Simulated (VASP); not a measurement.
Write the native input for VASP 6.6.1 that does the following.

| Property | Result |
| --- | --- |
| Task | single point |
| Functional | PBE |
| Potentials or basis | VASP PAW PBE potentials, release 64 (Fe, O) |
| Cutoff | 520 eV |
| k mesh | 12 × 12 × 14 |
| Occupations | gaussian, width 0.1 eV |
| Spin | collinear spin, ferromagnetic start |
| Starting moments | [3.73, 3.73, 0.33, 0.33, 0.33] μB |
| Dipole correction | no |
| Further INCAR settings | ALGO = Normal; EDIFF = 1e-07; NBANDS = 29 |

The structure of Fe2O3 lies in POSCAR:

```
Fe2O3
1.0
    5.3444418944      0.0000000000      0.0000000000
   -2.6722209472      4.6284224496      0.0000000000
    0.0000000000      0.0000000000      2.6287128049
Fe O
2 3
Direct
    0.3333333333      0.6666666667      0.5000000000
    0.6666666667      0.3333333333      0.5000000000
    0.5000000000      0.5000000000      0.0000000000
    0.0000000000      0.5000000000      0.0000000000
    0.5000000000      0.0000000000      0.0000000000
```

The cell was built from a structure type or drawn by symmetry, and may not be a known phase.

One way to write it, as run:

INCAR

```
  PREC = Accurate
  ENCUT = 520
  EDIFF = 1E-7
  ISMEAR = 0
  SIGMA = 0.1
  LREAL = F
  LASPH = T
  NELM = 150
  ALGO = Normal
  ISIF = 2
  LWAVE = F
  LCHARG = F
  ISPIN = 2
  MAGMOM = 3.73 3.73 0.33 0.33 0.33
  LORBIT = 11
  LMAXMIX = 4
  GGA = PE
  NBANDS = 29
```

KPOINTS

```
regular mesh
0
Gamma
  12 12 14
```

Potentials or basis: VASP PAW PBE potentials, release 64 (Fe, O).

The run is started by

```bash
$ cat potpaw_PBE.64/Fe/POTCAR potpaw_PBE.64/O/POTCAR > POTCAR
$ mpirun -np 1 vasp_std > vasp.out
```

Results of the run:

The pressure is 0.1 GPa. The net moment is 8.43 μB per cell. The site moments are Fe +3.62; O +0.29 μB and the valence electrons inside the program's atomic spheres are Fe 6.80; O 4.99.

Caveat: only a ferromagnetic start was run, and an antiferromagnetic order may lie lower in energy.

It took 18 min on 1 thread of Oxide Virtual Turin-like Processor, with other jobs on the host, peak memory 0.45 GiB.
